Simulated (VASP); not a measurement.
# Mg in VASP: notebook

Mg is run at these levels: r2SCAN; tasks: electric field gradients.

All numbers are computed with VASP 6.6.1; they aren't measurements. Logs are shortened: lines on timing, memory, paths and dates and some standing lists are left out, and cuts for length are marked.

## 1. The cell of the first run

It takes space group P6_3/mmc (No. 194, hexagonal). Conventional cell: a = 3.125 Å, b = 3.125 Å, c = 5.295 Å, α = 90.00°, β = 90.00°, γ = 120.00°. Mg (site symmetry -6m2) has 12 Mg at 3.13 to 3.20 Å within 4.1 Å.

## 2. Electric field gradients, r2SCAN (z stretched by +3 % at fixed volume)

POSCAR reads:

```
Mg
1.0
    3.1254874151      0.0000000000      0.0000000000
   -1.5627437076      2.7067515007      0.0000000000
    0.0000000000      0.0000000000      5.2954410470
Mg
2
Direct
    0.3333333333      0.6666666667      0.2500000000
    0.6666666667      0.3333333333      0.7500000000
```

INCAR.step1 reads:

```
SYSTEM = Mg
PREC = Accurate
ENCUT = 520
ISMEAR = -1
SIGMA = 0.08
LREAL = .FALSE.
LASPH = .TRUE.
NELM = 100
NBANDS = 9
GGA = PE
ALGO = Normal
EDIFF = 1E-4
LWAVE = .TRUE.
LCHARG = .FALSE.
```

INCAR.step2 reads:

```
SYSTEM = Mg
PREC = Accurate
ENCUT = 520
EDIFF = 1E-8
ISMEAR = -1
SIGMA = 0.08
LREAL = .FALSE.
LASPH = .TRUE.
NELM = 100
ALGO = Normal
ISIF = 2
LWAVE = .FALSE.
LCHARG = .FALSE.
METAGGA = R2SCAN
LMIXTAU = .TRUE.
LEFG = .TRUE.
NBANDS = 9
ISTART = 1
```

KPOINTS reads:

```
regular mesh
0
G
  15 15 8
  0 0 0
```

Potentials or basis: VASP PAW PBE potentials, release 64 (Mg).

On the command line:

```bash
cat potpaw_PBE.64/Mg/POTCAR > POTCAR
cp INCAR.step1 INCAR
mpirun -np 1 vasp_std > vasp.out
cp INCAR.step2 INCAR
mpirun -np 1 vasp_std > vasp.out
```

OUTCAR:

```text
SYSTEM = Mg
   PREC = Accurate
   ENCUT = 520
   EDIFF = 1E-8
   ISMEAR = -1
   LREAL = .FALSE.
   LASPH = .TRUE.
   NELM = 100
   ISIF = 2
   METAGGA = R2SCAN
   ISTART = 1

 ion  position               nearest neighbor table
   1  0.333  0.667  0.250-   2 3.20   2 3.20   2 3.20   2 3.20   2 3.20   2 3.20
   2  0.667  0.333  0.750-   1 3.20   1 3.20   1 3.20   1 3.20   1 3.20   1 3.20

  LATTYP: Found a hexagonal cell.
 ALAT       =     3.1254874151
 C/A-ratio  =     1.6942768739

  Lattice vectors:

 A1 = (   3.1254874151,   0.0000000000,   0.0000000000)
 A2 = (  -1.5627437076,   2.7067515007,   0.0000000000)
 A3 = (   0.0000000000,   0.0000000000,   5.2954410470)

Analysis of symmetry for initial positions (statically):
=====================================================================
 Subroutine PRICEL returns:
 Original cell was already a primitive cell.

 Routine SETGRP: Setting up the symmetry group for a
 hexagonal supercell.

 Subroutine GETGRP returns: Found 24 space group operations
 (whereof 12 operations were pure point group operations)
 out of a pool of 24 trial point group operations.

The static configuration has the point symmetry D_3d.
 The point group associated with its full space group is D_6h.

Analysis of symmetry for dynamics (positions and initial velocities):
=====================================================================
 Subroutine PRICEL returns:
 Original cell was already a primitive cell.

 Routine SETGRP: Setting up the symmetry group for a
 hexagonal supercell.

 Subroutine GETGRP returns: Found 24 space group operations
 (whereof 12 operations were pure point group operations)
 out of a pool of 24 trial point group operations.

The dynamic configuration has the point symmetry D_3d.
 The point group associated with its full space group is D_6h.

 Subroutine INISYM returns: Found 24 space group operations
 (whereof 12 operations are pure point group operations),
 and found     1 'primitive' translations

----------------------------------------------------------------------------------------

                                     Primitive cell

  volume of cell :      44.7990

  direct lattice vectors                    reciprocal lattice vectors
     3.125487415  0.000000000  0.000000000     0.319950096  0.184723274  0.000000000
    -1.562743708  2.706751501  0.000000000     0.000000000  0.369446549  0.000000000
     0.000000000  0.000000000  5.295441047     0.000000000  0.000000000  0.188841683

  length of vectors
     3.125487415  3.125487415  5.295441047     0.369446549  0.369446549  0.188841683

  position of ions in fractional coordinates (direct lattice)
     0.333333333  0.666666667  0.250000000
     0.666666667  0.333333333  0.750000000

  ion indices of the primitive-cell ions
   primitive index   ion index
                 1           1
                 2           2

----------------------------------------------------------------------------------------

 KPOINTS: regular mesh

Automatic generation of k-mesh.
 Grid dimensions read from file:
 generate k-points for:   15   15    8

 Generating k-lattice:

  Cartesian coordinates                     Fractional coordinates (reciprocal lattice)
     0.021330006  0.012314885  0.000000000     0.066666667  0.000000000  0.000000000
     0.000000000  0.024629770  0.000000000     0.000000000  0.066666667  0.000000000
     0.000000000  0.000000000  0.023605210     0.000000000  0.000000000  0.125000000

  Length of vectors
     0.024629770  0.024629770  0.023605210

  Shift w.r.t. Gamma in fractional coordinates (k-lattice)
     0.000000000  0.000000000  0.000000000

 Subroutine IBZKPT returns following result:
 ===========================================

 Found    135 irreducible k-points:

 Following reciprocal coordinates:
            Coordinates               Weight
  0.000000  0.000000  0.000000      1.000000
  0.066667  0.000000  0.000000      6.000000
  0.133333  0.000000  0.000000      6.000000
  0.200000  0.000000  0.000000      6.000000
  0.266667  0.000000  0.000000      6.000000
  0.333333  0.000000  0.000000      6.000000
[... 16 lines left out ...]
  0.333333  0.200000  0.000000     12.000000
  0.400000  0.200000  0.000000      6.000000
 [... further k-points ...]
   k-points           NKPTS =    135   k-points in BZ     NKDIM =    135   number of bands    NBANDS=      9
   number of dos      NEDOS =    301   number of ions     NIONS =      2
   total plane-waves  NPLWV =  23040
   dimension x,y,z NGX =    24 NGY =   24 NGZ =   40
   dimension x,y,z NGXF=    48 NGYF=   48 NGZF=   80
   ions per type =               2
   NGX,Y,Z   is equivalent  to a cutoff of  12.77, 12.77, 12.56 a.u.
   NGXF,Y,Z  is equivalent  to a cutoff of  25.53, 25.53, 25.12 a.u.
 SYSTEM =  Mg
   PREC   = accura    normal or accurate (medium, high low for compatibility)
   ISTART =      1    job   : 0-new  1-cont  2-samecut
   ICHARG =      0    charge: 1-file 2-atom 10-const
   ISPIN  =      1    spin polarized calculation?
   LNONCOLLINEAR =      F non collinear calculations
   LSORBIT =      F    spin-orbit coupling
   LASPH  =      T    aspherical Exc in radial PAW
   ENCUT  =  520.0 eV  38.22 Ry    6.18 a.u.   5.81  5.81  9.85*2*pi/ulx,y,z
   NELM   =    100;   NELMIN=  2; NELMDL=  0     # of ELM steps
   EDIFF  = 0.1E-07   stopping-criterion for ELM
   LREAL  =      F    real-space projection
   EDIFFG = 0.1E-06   stopping-criterion for IOM
   NSW    =      0    number of steps for IOM
   IBRION =     -1    ionic relax: 0-MD 1-quasi-New 2-CG
   NFREE  =      0    steps in history (QN), initial steepest desc. (CG)
   ISIF   =      2    stress and relaxation
   ISYM   =      2    0-nonsym 1-usesym 2-fastsym
   POTIM  = 0.5000    time-step for ionic-motion
   TEBEG  =    0.0;   TEEND  =   0.0 temperature during run
   PSTRESS=    0.0 pullay stress
   NELECT =       4.0000    total number of electrons
   NUPDOWN=      -1.0000    fix difference up-down
   EMIN   =  10.00;   EMAX   =-10.00  energy-range for DOS
   EFERMI =   0.00;   METHOD = LEGACY
   ISMEAR =    -1;   SIGMA  =   0.08  broadening in eV -4-tet -1-fermi 0-gaus
   EFERMI_NEDOS =   21; number of points for ismear=-14 and -15
   IALGO  =     38    algorithm
   IMIX   =      4    mixing-type and parameters
     AMIX     =   0.40;   BMIX     =  1.00
     AMIX_MAG =   1.60;   BMIX_MAG =  1.00
  volume/ion in A,a.u.               =      22.40       151.16
  Fermi-wavevector in a.u.,A,eV,Ry     =   0.731710  1.382731  7.284544  0.535399
  Thomas-Fermi vector in A             =   1.823993
   LORBIT       =      0    0 simple, 1 ext, 2 COOP (PROOUT), +10 PAW based schemes
   METAGGA = R2SCAN    functional components
   LHFCALC =     F    Hartree Fock is set to
   AEXX    =    0.0000 exact exchange contribution
   IVDW    =     0    specifies the selected vdW correction
   LEPSILON=     F    determine dielectric tensor
   LRPA    =     F    only Hartree local field effects (RPA)
 non-spin polarized calculation
  energy-cutoff  :      520.00
  volume of cell :       44.80
 maximum number of plane-waves:      1220
 NGX is ok and might be reduce to    24
   NGX = 11   NGY = 11   NGZ = 19

 number of electron       4.0000000 magnetization

 Free energy of the ion-electron system (eV)
  ---------------------------------------------------
  ext. energy  EPLUGINS =         0.00000000
  ---------------------------------------------------
  free energy    TOTEN  =        -8.28918477 eV

  energy without entropy =       -8.27149239  energy(sigma->0) =       -8.28033858

 E-fermi :   2.7609     XC(G=0):  -9.1194

 val. band max:        2.7155669086   @ k =   0.1333   0.0000   0.1250
 cond. band min:       2.7611813956   @ k =   0.3333   0.1333   0.1250
 fundamental gap:      0.0456144870
 Fermi energy:         2.7608788434

 k-point     1 :       0.0000    0.0000    0.0000
  band No.  band energies     occupation
      1      -4.7239      2.00000
      2       0.5907      2.00000
      3       1.1707      2.00000
      4      15.1056      0.00000
      5      15.1097      0.00000
      6      15.1098      0.00000
      7      15.4290      0.00000
      8      15.4290      0.00000
      9      17.3585      0.00000

 k-point     2 :       0.0667    0.0000    0.0000
  band No.  band energies     occupation
      1      -4.6265      2.00000
      2       0.6809      2.00000
      3       1.2640      2.00000
      4      13.1798      0.00000
      5      14.1517      0.00000
      6      14.7973      0.00000
      7      15.8730      0.00000
      8      16.4768      0.00000
      9      17.4238      0.00000
[... 253 lines left out ...]
 k-point    24 :       0.4000    0.2000    0.0000
  band No.  band energies     occupation
      1       1.0931      2.00000
      2       1.3280      2.00000
      3       4.9877      0.00000
      4       6.1731      0.00000
      5       6.4388      0.00000
      6       6.6360      0.00000
      7       8.6312      0.00000
      8      10.4445      0.00000
      9      11.7134      0.00000

 [... further k-points ...]
[... 5 lines left out ...]
  --------------------------------------------------------------------------------------
  -------------------------------------------------------------------------------------
  Total        0.3260323      0.3260323     -0.5134345     -0.0000000      0.0000000      0.0000000
  in kB       11.6601182     11.6601182    -18.3623115     -0.0000000      0.0000000      0.0000000
  external PRESSURE =       1.6526417 kB  Pullay stress =       0.0000000 kB

 VOLUME and BASIS-vectors are now :
 -----------------------------------------------------------------------------
  energy-cutoff  :      520.00
  volume of cell :       44.80
      direct lattice vectors                 reciprocal lattice vectors
     3.125487415  0.000000000  0.000000000     0.319950096  0.184723274  0.000000000
    -1.562743708  2.706751501  0.000000000     0.000000000  0.369446549  0.000000000
     0.000000000  0.000000000  5.295441047     0.000000000  0.000000000  0.188841683

 POSITION                                       TOTAL-FORCE (eV/Angst)
 -----------------------------------------------------------------------------------
     -0.00000      1.80450      1.32386        -0.000000     -0.000000      0.000000
      1.56274      0.90225      3.97158         0.000000      0.000000      0.000000
 -----------------------------------------------------------------------------------
    total drift:                               -0.000000      0.000000     -0.000000

  FREE ENERGIE OF THE ION-ELECTRON SYSTEM (eV)
  ---------------------------------------------------
  free  energy   TOTEN  =        -8.2891847688 eV

  energy  without entropy=       -8.2714923921  energy(sigma->0) =       -8.28033858

 Electric field gradients (V/A^2)
---------------------------------------------------------------------
 ion       V_xx      V_yy      V_zz      V_xy      V_xz      V_yz
---------------------------------------------------------------------
   1      -1.624    -1.624     3.248    -0.000    -0.000     0.000
   2      -1.624    -1.624     3.248    -0.000     0.000    -0.000
---------------------------------------------------------------------

 Electric field gradients after diagonalization (V/A^2)
 (convention: |V_zz| > |V_xx| > |V_yy|)
----------------------------------------------------------------------
 ion       V_xx      V_yy      V_zz     asymmetry (V_yy - V_xx)/ V_zz
----------------------------------------------------------------------
   1      -1.624    -1.624     3.248       0.000
   2      -1.624    -1.624     3.248       0.000
----------------------------------------------------------------------

           NMR quadrupolar parameters

 Cq : quadrupolar parameter    Cq=e*Q*V_zz/h
 eta: asymmetry parameters     (V_yy - V_xx)/ V_zz
 Q  : nuclear electric quadrupole moment in mb (millibarn)
----------------------------------------------------------------------
 ion       Cq(MHz)       eta       Q (mb)
----------------------------------------------------------------------
   1       0.008       0.000       1.000
   2       0.008       0.000       1.000
----------------------------------------------------------------------
```

It took 4.8 min on 1 thread of Oxide Virtual Turin-like, shared host; peak memory 0.17 GiB.

What came out:

| Quantity | Value |
| --- | --- |
| Free energy | -8.2892 eV |
| Pressure | 0.2 GPa |
| Band gap on the k mesh | zero (bands 2 and 3 overlap by 2.58 eV) |
| Largest electric field gradient by atom | Mg +3.2 V/Å² |

Stress tensor (GPa, compression positive):
```
 1.17  0.00  0.00
 0.00  1.17  0.00
 0.00  0.00 -1.84
```

Electric field gradients, principal values (V/Å²):
```tsv
atom	least	middle	greatest (by size)
1 Mg	-1.624	-1.624	3.248
2 Mg	-1.624	-1.624	3.248
```

Caveat: without QUAD_EFG the Cq values of the log hold for a quadrupole moment of 1 mb, not for the nuclei; the PAW data sets were made with another functional, which shifts forces and pressure a little.

(Part 1 of 2 ends here.)

The gap in the log of VASP goes by the Fermi energy; the results here count the filled bands.